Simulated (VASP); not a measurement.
# Y: single point with LDA

The system is Y.

```
Y
1.0
     0.00000    1.94644    1.94644
     1.94644    0.00000    1.94644
     1.94644    1.94644    0.00000
Y
1
Direct
  0.00000 0.00000 0.00000
```

This cell differs from its parent crystal: volume scaled by 0.5.

```yaml
Program: VASP 6.6.1
Task: single point
Functional: LDA
Potentials_or_basis: VASP PAW LDA potentials, release 64 (Y_sv)
Cutoff: 520 eV
k_mesh: 13 × 13 × 13
Occupations: fermi-dirac, width 0.08 eV
Spin: no spin polarisation
Dipole_correction: no
Further_INCAR_settings: ALGO = Normal; EDIFF = 1e-06; NBANDS = 12
```

The pressure is 89.3 GPa.

Levels at points of the mesh, in eV from the Fermi level:
```
           k point  band 2  band 3  band 4  band 5  band 6  band 7  band 8  band 9
(0.00, 0.00, 0.00)  -19.61  -19.61  -19.61   -3.93    2.11    2.11    2.11    7.00
```

Run time: 10 s on 1 thread of Intel Xeon 6975P-C (shared host), peak memory 0.14 GiB.
